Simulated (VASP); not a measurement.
SrCl2: single point with PBE

The system is SrCl2.

```xyz
3
Lattice="0.0000 3.4884 3.4884 3.4884 0.0000 3.4884 3.4884 3.4884 0.0000" Properties=species:S:1:pos:R:3 pbc="T T T"
Sr    0.0000    0.0000    0.0000
Cl    1.7442    1.7442    1.7442
Cl    5.2325    5.2325    5.2325
```

- Program: VASP 6.6.1
- Task: single point
- Functional: PBE
- Potentials or basis: VASP PAW PBE potentials, release 64 (Sr_sv, Cl)
- Cutoff: 500 eV
- k mesh: 5 × 5 × 5, shifted
- Occupations: gaussian, width 0.01 eV
- Spin: no spin polarisation
- Dipole correction: no
- Further INCAR settings: ALGO = Normal; EDIFF = 1e-06; NBANDS = 19; ISYM = 0

| Item | Value |
| --- | --- |
| Pressure | 1.1 GPa |
| Band gap on the k mesh | 5.65 eV (least direct gap 5.71 eV) |

Levels at points of the mesh, in eV from the valence-band top:
```csv
k point,band 9,band 10,band 11,band 12,band 13,band 14,band 15,band 16
"(0.50, 0.50, 0.50)",-1.41,-1.23,-0.96,-0.96,6.80,6.80,7.59,7.96
"(0.50, 0.00, 0.00)",-1.41,-1.23,-0.96,-0.96,6.80,6.80,7.59,7.96
"(0.00, 0.00, 0.50)",-1.41,-1.23,-0.96,-0.96,6.80,6.80,7.59,7.96
"(0.00, 0.50, 0.00)",-1.41,-1.23,-0.96,-0.96,6.80,6.80,7.59,7.96
```

Run time: 120 s on 1 thread of Intel(R) Xeon(R) 6975P-C (Granite Rapids) (shared host), peak memory 0.46 GiB.

Caveat: a shifted mesh leaves out Γ, where band edges can lie. A k mesh can miss the band edges.
